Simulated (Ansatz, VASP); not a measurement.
## WS2: VASP beside Ansatz

INCAR

```
SYSTEM = WS2
PREC     = Accurate       ! precision mode
ENCUT    = 520            ! plane-wave cutoff, eV
EDIFF    = 1E-6           ! SCF threshold, eV
ISMEAR   = -1             ! smearing method
SIGMA    = 0.03           ! smearing width, eV
LREAL    = .FALSE.        ! projectors in reciprocal space
LASPH    = .TRUE.         ! aspherical terms in the spheres
NELM     = 80             ! most SCF steps
ALGO     = Normal         ! electronic algorithm
ISIF     = 2              ! what is computed and relaxed
LWAVE    = .FALSE.        ! write WAVECAR
LCHARG   = .FALSE.        ! write CHGCAR
GGA      = PS             ! functional
NBANDS   = 20             ! bands
```

File KPOINTS:

```
regular mesh
0
G
  15 15 15
  0 0 0
```

POSCAR

```
WS2
1.0
    1.5684027470      0.9055177481      6.1219641228
   -1.5684027470      0.9055177481      6.1219641228
    0.0000000000     -1.8110354963      6.1219641228
W S
1 2
Direct
    0.0000000000      0.0000000000      0.0000000000
    0.7503000000      0.7503000000      0.7503000000
    0.5810000000      0.5810000000      0.5810000000
```

Input for Ansatz:

```yaml
crystal:
  lattice:
    - [1.568402747, 0.9055177481, 6.1219641228]
    - [-1.568402747, 0.9055177481, 6.1219641228]
    - [0.0, -1.8110354963, 6.1219641228]
  atoms:
    - { symbol: W, position: [0.0, 0.0, 0.0] }
    - { symbol: S, position: [0.7503, 0.7503, 0.7503] }
    - { symbol: S, position: [0.581, 0.581, 0.581] }
kpoints:
  mp_grid: { grid: [15, 15, 15] }
  band_path:
    path:
      - [0.0, 0.0, 0.0]
      - [0.5, 0.5, 0.5]
      - [0.8187478403, 0.1812521597, 0.5]
      - [0.5, -0.1812521597, 0.1812521597]
      - [0.5, 0.0, 0.0]
      - [0.0, 0.0, 0.0]
      - [0.3406260799, -0.3406260799, 0.0]
      - [0.6593739201, 0.0, 0.3406260799]
      - [0.5, 0.0, 0.5]
    npoints: 5
scf:
  occupations: { method: fermi_dirac, width: 0.03 }
hamiltonian:
  xc: pbesol
  pseudopotentials: { kind: all_electron, lapw: { basis_error: 0.001 } }
output:
  forces: true
  stress: true
  eigenvalues: true
```

Change from the starting cell: volume scaled by 0.98.

Alike in both runs: task single point; functional PBEsol; k mesh 15 × 15 × 15; occupations fermi-dirac, width 0.03 eV; no spin polarisation.

|  | VASP | Ansatz |
| --- | --- | --- |
| version | VASP 6.6.1 | Ansatz 0.2.0 |
| potentials or method | VASP PAW PBE potentials, release 64 (W_sv, S), cutoff 520 eV | all-electron LAPW, scalar-relativistic |

|  | VASP | Ansatz | Ansatz less VASP |
| --- | --- | --- | --- |
| pressure (GPa) | 3.0 | 2.9 | -0.10 |
| traceless stress, the component that is largest in VASP (GPa) | 0.94 | 0.89 | -0.046 |
| rms of the force components (eV/Å) | 0.299 | 0.293 | -0.0058 |

VASP's potentials were made for PBE, not for PBEsol. Atom by atom the forces differ by 0.010 eV/Å (rms over components). Ansatz ran all-electron here, and VASP with PAW potentials.

Neither program's run includes spin-orbit coupling.
